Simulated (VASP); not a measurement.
ZnO: single point with PBEsol

ZnO:

```
Zn O
1.0
     3.21386    0.00000    0.00000
    -1.60693    2.78328    0.00000
     0.00000    0.00000    5.24018
Zn O
2 2
Direct
  0.33333 0.66667 0.50132
  0.66667 0.33333 0.00132
  0.66667 0.33333 0.37769
  0.33333 0.66667 0.87769
```

This cell differs from its parent crystal: in-plane strain -0.005, then relaxed in part.

```json
{
  "Program": "VASP 6.6.1",
  "Task": "single point",
  "Functional": "PBEsol",
  "Potentials or basis": "VASP PAW PBE potentials, release 64 (Zn, O)",
  "Cutoff": "520 eV",
  "k mesh": "8 × 8 × 4",
  "Occupations": "gaussian, width 0.01 eV",
  "Spin": "no spin polarisation",
  "Dipole correction": "no",
  "Further INCAR settings": "ALGO = Normal; EDIFF = 1e-07; NBANDS = 26"
}
```

* Pressure: 1.8 GPa
* Largest force: 0.004 eV/Å
* Band gap on the k mesh: 0.68 eV, direct

Forces in eV/Å, atoms in the order of the input:
```
Zn   0.000  0.000  0.004
Zn   0.000  0.000  0.004
O    0.000  0.000 -0.004
O    0.000  0.000 -0.004
```

Stress tensor (GPa, compression positive):
```
2.14 0.00 0.00
0.00 2.14 0.00
0.00 0.00 1.03
```

Levels at points of the mesh, in eV from the valence-band top:
```csv
k point,band 15,band 16,band 17,band 18,band 19,band 20,band 21,band 22
"(0.00, 0.00, 0.00)",-0.82,-0.10,0.00,0.00,0.68,5.21,8.03,12.95
"(0.50, 0.00, 0.00)",-2.91,-2.31,-1.37,-0.85,5.75,6.73,7.35,8.59
"(0.00, 0.00, 0.50)",-0.40,-0.40,-0.40,-0.40,3.37,3.37,9.92,9.92
"(0.50, 0.00, 0.50)",-1.54,-1.54,-1.47,-1.47,5.56,5.56,8.43,8.43
```

It took 32 s on 1 thread of Intel(R) Xeon(R) Platinum 8259CL CPU @ 2.50GHz (Skylake/Cascade Lake) (shared host), peak memory 0.17 GiB.

Caveat: the cell differs from its parent crystal (in-plane strain -0.005, then relaxed in part); the PAW data sets were made with another functional, which shifts forces and pressure a little.
